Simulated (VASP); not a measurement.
A run of VASP 6.6.1 is set up as follows.

File INCAR:

```
PREC     = Accurate       # precision mode
ENCUT    = 520            # plane-wave cutoff, eV
EDIFF    = 1E-6           # SCF threshold, eV
ISMEAR   = 0              # smearing method
SIGMA    = 0.1            # smearing width, eV
LREAL    = False          # projectors in reciprocal space
LASPH    = True           # aspherical terms in the spheres
NELM     = 80             # most SCF steps
ALGO     = Normal         # electronic algorithm
ISIF     = 2              # what is computed and relaxed
LWAVE    = False          # write WAVECAR
LCHARG   = False          # write CHGCAR
GGA      = PS             # functional
NBANDS   = 17             # bands
```

KPOINTS

```
Automatic mesh
0
Gamma
  15 15 8
```

File POSCAR:

```
Hf
1.0
    3.1601964166      0.0000000000      0.0000000000
   -1.5800982083      2.7368103777      0.0000000000
    0.0000000000      0.0000000000      4.9961644649
Hf
2
Direct
    0.3333333333      0.6666666667      0.2500000000
    0.6666666667      0.3333333333      0.7500000000
```

Potentials or basis: VASP PAW PBE potentials, release 64 (Hf_pv).

Run with:

```sh
$ cat potpaw_PBE.64/Hf_pv/POTCAR > POTCAR
$ mpirun -np 1 vasp_std > vasp.out
```

(1) Estimate the pressure.

(2) What does it give for the band gap on the k mesh?

Answers

(1) -0.4 GPa.

(2) zero (bands 10 and 11 overlap by 1.61 eV).

Caveat: the PAW data sets were made with another functional, which shifts forces and pressure a little; spin-orbit coupling is left out, which moves the levels of the heavy elements.
